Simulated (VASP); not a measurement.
I: relaxation of cell and atoms with PBEsol

The system is I.

```
I
1.0
     0.00000    3.49500    3.49500
     3.49500    0.00000    3.49500
     3.49500    3.49500    0.00000
I
2
Direct
  0.00000 0.00000 0.00000
  0.25000 0.25000 0.25000
```

```json
{"Program": "VASP 6.6.1", "Task": "relaxation of cell and atoms", "Functional": "PBEsol", "Potentials or basis": "VASP PAW PBE potentials, release 64 (I)", "Cutoff": "600 eV", "k mesh": "6 × 6 × 6", "Occupations": "fermi-dirac, width 0.02 eV", "Spin": "no spin polarisation", "Target pressure": "40 GPa", "Dipole correction": "no", "Further INCAR settings": "ALGO = Normal; EDIFF = 1e-07; IBRION = 2; EDIFFG = -0.03; NSW = 80; ISIF = 3"}
```

```
Relaxed volume                                             : 29.06 Å³/atom
Relaxed cell                                               : a = 4.348 Å, b = 4.348 Å, c = 4.348 Å, α = 60.00°, β = 60.00°, γ = 60.00°
Space group after relaxing (to 0.1 Å)                      : Fd-3m (No. 227)
Energy change on relaxing (the run minimises the enthalpy) : +1652.3 meV/atom
Ionic steps                                                : 9
Pressure after relaxing                                    : 40.0 GPa
Band gap on the k mesh                                     : zero (bands 7 and 8 overlap by 4.48 eV)
```

The path:
```
step  energy change (eV)  largest force (eV/Å)  pressure (GPa)  volume (Å³)
   1              0.0000                0.0000            7.26        85.38
   2            103.9686                0.0000         2071.18        16.59
   3              0.4811                0.0000           12.40        77.39
   4              0.9806                0.0000           17.32        71.96
   5              3.6436                0.0000           43.45        56.82
   6              3.2527                0.0000           39.47        58.33
   7              3.3709                0.0000           40.68        57.86
   8              3.1536                0.0000           38.47        58.74
   9              3.3046                0.0000           40.00        58.12
```

Final structure:
```
I
1.0
     0.00000    3.07445    3.07445
     3.07445    0.00000    3.07445
     3.07445    3.07445    0.00000
I
2
Direct
  0.00000 0.00000 0.00000
  0.25000 0.25000 0.25000
```

Levels at points of the mesh, in eV from the Fermi level:
```csv
k point,band 4,band 5,band 6,band 7,band 8,band 9,band 10,band 11
"(0.00, 0.00, 0.00)",-6.12,-6.12,-2.83,-2.83,-2.83,2.62,4.87,4.87
"(0.50, 0.00, 0.00)",-7.03,-6.16,-1.46,-1.46,1.53,4.62,4.94,5.71
"(0.50, 0.50, 0.00)",-8.00,-3.83,-3.83,1.65,1.65,4.73,4.73,7.05
```

It took 3.3 min on 1 thread of Intel(R) Xeon(R) Platinum 8259CL CPU @ 2.50GHz (Skylake/Cascade Lake), with other jobs on the host, peak memory 0.27 GiB.

Caveat: the cell is relaxed towards a set pressure, so the run minimises the enthalpy, not the energy; the volume moved by over 15 % at a fixed basis, so the end points are rough; the PAW data sets were made with another functional, which shifts forces and pressure a little; spin-orbit coupling is left out, which moves the levels of the heavy elements.
